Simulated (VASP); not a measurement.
Sn, 2 atoms in the cell. It takes space group I4_1/amd (No. 141, tetragonal). Conventional cell: a = 5.839 Å, b = 5.839 Å, c = 3.188 Å, α = 90.00°, β = 90.00°, γ = 90.00°. Within 4.0 Å of Sn (site symmetry -4m2) lie 10 Sn at 3.03 to 3.77 Å. 

| Property | Result |
| --- | --- |
| Program | VASP 6.6.1 |
| Task | single point |
| Functional | revPBE |
| Potentials or basis | VASP PAW PBE potentials, release 64 (Sn_d) |
| Cutoff | 520 eV |
| k mesh | 10 × 10 × 10 |
| Occupations | methfessel-paxton, width 0.1 eV |
| Spin | no spin polarisation |
| Dipole correction | no |
| Further INCAR settings | ALGO = Normal; EDIFF = 1e-07; NBANDS = 21 |

Potentials or basis: VASP PAW PBE potentials, release 64 (Sn_d).

Launch:

```bash
$ cat potpaw_PBE.64/Sn_d/POTCAR > POTCAR
$ mpirun -np 1 vasp_std > vasp.out
```

Hardware: 1 thread of Intel(R) Xeon(R) 6975P-C (Granite Rapids), on a shared host.

Task: Estimate the wall time of this run.

Result: Run time: 43 s on 1 thread of Intel(R) Xeon(R) 6975P-C (Granite Rapids), with other jobs on the host, peak memory 0.25 GiB. Counts: scf iterations 13, k points 102.
